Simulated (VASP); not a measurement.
# SnTe (zincblende type) (F-43m) in VASP: notebook

The runs below take SnTe (zincblende type) through single point, with r2SCAN.

All numbers are computed with VASP 6.6.1; they aren't measurements. Logs are shortened: lines on timing, memory, paths and dates and some standing lists are left out, and cuts for length are marked.

### Step 1. The cell of the first run

The structure is cubic, space group F-43m (No. 216). The conventional cell has a = 5.867 Å, b = 5.867 Å, c = 5.867 Å, α = 90.00°, β = 90.00°, γ = 90.00°. Within 3.4 Å of Sn (site symmetry -43m) lie 4 Te at 2.54 Å. Within 3.4 Å of Te (site symmetry -43m) lie 4 Sn at 2.54 Å.

### Step 2. Single point, r2SCAN (25.24 Å³/atom)

POSCAR reads:

```
SnTe
1.0
    0.0000000000      2.9332672060      2.9332672060
    2.9332672060      0.0000000000      2.9332672060
    2.9332672060      2.9332672060      0.0000000000
Sn Te
1 1
Direct
    0.0000000000      0.0000000000      0.0000000000
    0.2500000000      0.2500000000      0.2500000000
```

INCAR.step1 reads:

```
SYSTEM = SnTe
  PREC = Accurate
  ENCUT = 520
  ISMEAR = -1
  SIGMA = 0.1
  LREAL = .False.
  LASPH = .True.
  NELM = 80
  NBANDS = 17
  GGA = PE
  ALGO = Normal
  EDIFF = 1E-4
  LWAVE = .True.
  LCHARG = .False.
```

INCAR.step2 reads:

```
SYSTEM = SnTe
  PREC = Accurate
  ENCUT = 520
  EDIFF = 1E-7
  ISMEAR = -1
  SIGMA = 0.1
  LREAL = .False.
  LASPH = .True.
  NELM = 80
  ALGO = Normal
  ISIF = 2
  LWAVE = .False.
  LCHARG = .False.
  METAGGA = R2SCAN
  LMIXTAU = .True.
  NBANDS = 17
  ISTART = 1
```

KPOINTS reads:

```
regular mesh
0
Gamma
  12 12 12
  0 0 0
```

Potentials or basis: VASP PAW PBE potentials, release 64 (Sn_d, Te).

On the command line:

```sh
cat potpaw_PBE.64/Sn_d/POTCAR potpaw_PBE.64/Te/POTCAR > POTCAR
cp INCAR.step1 INCAR
mpirun -np 1 vasp_std > vasp.out
cp INCAR.step2 INCAR
mpirun -np 1 vasp_std > vasp.out
```

OUTCAR:

```text
SYSTEM = SnTe
   PREC = Accurate
   ENCUT = 520
   EDIFF = 1E-7
   ISMEAR = -1
   LREAL = .False.
   LASPH = .True.
   NELM = 80
   ISIF = 2
   METAGGA = R2SCAN
   ISTART = 1

 ion  position               nearest neighbor table
   1  0.000  0.000  0.000-   2 2.54   2 2.54   2 2.54   2 2.54
   2  0.250  0.250  0.250-   1 2.54   1 2.54   1 2.54   1 2.54

  LATTYP: Found a face centered cubic cell.
 ALAT       =     5.8665344120

  Lattice vectors:

 A1 = (   0.0000000000,   2.9332672060,   2.9332672060)
 A2 = (   2.9332672060,   0.0000000000,   2.9332672060)
 A3 = (   2.9332672060,   2.9332672060,   0.0000000000)

Analysis of symmetry for initial positions (statically):
=====================================================================
 Subroutine PRICEL returns:
 Original cell was already a primitive cell.

 Routine SETGRP: Setting up the symmetry group for a
 face centered cubic supercell.

 Subroutine GETGRP returns: Found 24 space group operations
 (whereof 24 operations were pure point group operations)
 out of a pool of 48 trial point group operations.

The static configuration has the point symmetry T_d .

Analysis of symmetry for dynamics (positions and initial velocities):
=====================================================================
 Subroutine PRICEL returns:
 Original cell was already a primitive cell.

 Routine SETGRP: Setting up the symmetry group for a
 face centered cubic supercell.

 Subroutine GETGRP returns: Found 24 space group operations
 (whereof 24 operations were pure point group operations)
 out of a pool of 48 trial point group operations.

The dynamic configuration has the point symmetry T_d .

 Subroutine INISYM returns: Found 24 space group operations
 (whereof 24 operations are pure point group operations),
 and found     1 'primitive' translations

----------------------------------------------------------------------------------------

                                     Primitive cell

  volume of cell :      50.4760

  direct lattice vectors                    reciprocal lattice vectors
     0.000000000  2.933267206  2.933267206    -0.170458388  0.170458388  0.170458388
     2.933267206  0.000000000  2.933267206     0.170458388 -0.170458388  0.170458388
     2.933267206  2.933267206  0.000000000     0.170458388  0.170458388 -0.170458388

[... 72 lines left out ...]
   NGXF,Y,Z  is equivalent  to a cutoff of  25.65, 25.65, 25.65 a.u.
 SYSTEM =  SnTe
   PREC   = accura    normal or accurate (medium, high low for compatibility)
   ISTART =      1    job   : 0-new  1-cont  2-samecut
   ICHARG =      0    charge: 1-file 2-atom 10-const
   ISPIN  =      1    spin polarized calculation?
   LNONCOLLINEAR =      F non collinear calculations
   LSORBIT =      F    spin-orbit coupling
   LASPH  =      T    aspherical Exc in radial PAW
   ENCUT  =  520.0 eV  38.22 Ry    6.18 a.u.   7.71  7.71  7.71*2*pi/ulx,y,z
   NELM   =     80;   NELMIN=  2; NELMDL=  0     # of ELM steps
   EDIFF  = 0.1E-06   stopping-criterion for ELM
   LREAL  =      F    real-space projection
   EDIFFG = 0.1E-05   stopping-criterion for IOM
   NSW    =      0    number of steps for IOM
   IBRION =     -1    ionic relax: 0-MD 1-quasi-New 2-CG
   NFREE  =      0    steps in history (QN), initial steepest desc. (CG)
   ISIF   =      2    stress and relaxation
   ISYM   =      2    0-nonsym 1-usesym 2-fastsym
   POTIM  = 0.5000    time-step for ionic-motion
   TEBEG  =    0.0;   TEEND  =   0.0 temperature during run
   PSTRESS=    0.0 pullay stress
   NELECT =      20.0000    total number of electrons
   NUPDOWN=      -1.0000    fix difference up-down
   EMIN   =  10.00;   EMAX   =-10.00  energy-range for DOS
   EFERMI =   0.00;   METHOD = LEGACY
   ISMEAR =    -1;   SIGMA  =   0.10  broadening in eV -4-tet -1-fermi 0-gaus
   EFERMI_NEDOS =   21; number of points for ismear=-14 and -15
   IALGO  =     38    algorithm
   IMIX   =      4    mixing-type and parameters
     AMIX     =   0.40;   BMIX     =  1.00
     AMIX_MAG =   1.60;   BMIX_MAG =  1.00
  volume/ion in A,a.u.               =      25.24       170.31
  Fermi-wavevector in a.u.,A,eV,Ry     =   1.202421  2.272246 19.671523  1.445816
  Thomas-Fermi vector in A             =   2.338203
   LORBIT       =      0    0 simple, 1 ext, 2 COOP (PROOUT), +10 PAW based schemes
   METAGGA = R2SCAN    functional components
   LHFCALC =     F    Hartree Fock is set to
   AEXX    =    0.0000 exact exchange contribution
   IVDW    =     0    specifies the selected vdW correction
   LEPSILON=     F    determine dielectric tensor
   LRPA    =     F    only Hartree local field effects (RPA)
 non-spin polarized calculation
  energy-cutoff  :      520.00
  volume of cell :       50.48
 maximum number of plane-waves:      1380
   NGX = 15   NGY = 15   NGZ = 15

 number of electron      19.9999995 magnetization

 Free energy of the ion-electron system (eV)
  ---------------------------------------------------
  ext. energy  EPLUGINS =         0.00000000
  ---------------------------------------------------
  free energy    TOTEN  =       -46.28386794 eV

  energy without entropy =      -46.25172408  energy(sigma->0) =      -46.26779601

 E-fermi :  10.4571     XC(G=0): -10.9584

 val. band max:       10.4567664620   @ k =   0.2500   0.1667   0.0833
 cond. band min:      10.4834105296   @ k =   0.3333   0.2500   0.0000
 fundamental gap:      0.0266440675
 Fermi energy:        10.4570625052

 k-point     1 :       0.0000    0.0000    0.0000
  band No.  band energies     occupation
      1     -13.2916      2.00000
      2     -13.2916      2.00000
      3     -13.2916      2.00000
      4     -13.1496      2.00000
      5     -13.1496      2.00000
      6      -6.5570      2.00000
[... 457 lines left out ...]
      4     -13.1530      2.00000
      5     -13.1496      2.00000
      6      -4.4492      2.00000
[... 9 lines left out ...]
     16      18.0123      0.00000
     17      21.3569      0.00000

 [... further k-points ...]
[... 5 lines left out ...]
  --------------------------------------------------------------------------------------
  -------------------------------------------------------------------------------------
  Total       15.3448800     15.3448800     15.3448800      0.0000000      0.0000000      0.0000000
  in kB      487.0675564    487.0675564    487.0675564      0.0000000      0.0000000      0.0000000
  external PRESSURE =     487.0675564 kB  Pullay stress =       0.0000000 kB

 VOLUME and BASIS-vectors are now :
 -----------------------------------------------------------------------------
  energy-cutoff  :      520.00
  volume of cell :       50.48
      direct lattice vectors                 reciprocal lattice vectors
     0.000000000  2.933267206  2.933267206    -0.170458388  0.170458388  0.170458388
     2.933267206  0.000000000  2.933267206     0.170458388 -0.170458388  0.170458388
     2.933267206  2.933267206  0.000000000     0.170458388  0.170458388 -0.170458388

 POSITION                                       TOTAL-FORCE (eV/Angst)
 -----------------------------------------------------------------------------------
      0.00000      0.00000      0.00000        -0.000000      0.000000      0.000000
      1.46663      1.46663      1.46663         0.000000     -0.000000     -0.000000
 -----------------------------------------------------------------------------------
    total drift:                               -0.000000     -0.000000     -0.000000

  FREE ENERGIE OF THE ION-ELECTRON SYSTEM (eV)
  ---------------------------------------------------
  free  energy   TOTEN  =       -46.2838679416 eV

  energy  without entropy=      -46.2517240826  energy(sigma->0) =      -46.26779601
```

OSZICAR.step1:

```text
N       E                     dE             d eps       ncg     rms          rms(c)
DAV:   1     0.137618631091E+03    0.13762E+03   -0.96700E+03  2530   0.147E+03
DAV:   2     0.884796611130E+01   -0.12877E+03   -0.12538E+03  2626   0.355E+02
DAV:   3    -0.292197661385E+01   -0.11770E+02   -0.11626E+02  3018   0.928E+01
DAV:   4    -0.324352442922E+01   -0.32155E+00   -0.32128E+00  2952   0.160E+01
DAV:   5    -0.325516523241E+01   -0.11641E-01   -0.11640E-01  3593   0.296E+00    0.185E+01
DAV:   6    -0.319107369357E+01    0.64092E-01   -0.29081E-02  2918   0.106E+00    0.111E+01
DAV:   7    -0.316276466064E+01    0.28309E-01   -0.44145E-02  2947   0.125E+00    0.354E-01
DAV:   8    -0.316214246654E+01    0.62219E-03   -0.41363E-03  2702   0.407E-01    0.179E-01
DAV:   9    -0.316215579654E+01   -0.13330E-04   -0.21184E-04  3143   0.934E-02
   1 F= -.31621558E+01 E0= -.31456911E+01  d E =-.329293E-01
```

It took 2.4 min on 1 thread of Intel Xeon Platinum 8488C (Sapphire Rapids), shared host; peak memory 0.23 GiB.

What came out:

| Property | Result |
| --- | --- |
| Free energy | -46.2839 eV |
| Pressure | 48.7 GPa |
| Band gap on the k mesh | zero (bands 10 and 11 overlap by 2.88 eV) |

Levels at points of the mesh, in eV from the Fermi level:
```csv
k point,band 8,band 9,band 10,band 11,band 12,band 13
"(0.00, 0.00, 0.00)",-3.71,-3.71,-2.35,0.13,0.13,0.13
"(0.50, 0.00, 0.00)",-5.04,-5.04,-2.13,1.27,1.27,4.33
"(0.50, 0.50, 0.00)",-6.65,-6.65,-1.59,-1.56,7.08,7.08
```

Caveat: the cell stands under pressure; the PAW data sets were made with another functional, which shifts forces and pressure a little; spin-orbit coupling is left out, which moves the levels of the heavy elements.

[end of part 1 of 2]

The gap in the log of VASP goes by the Fermi energy; the results here count the filled bands.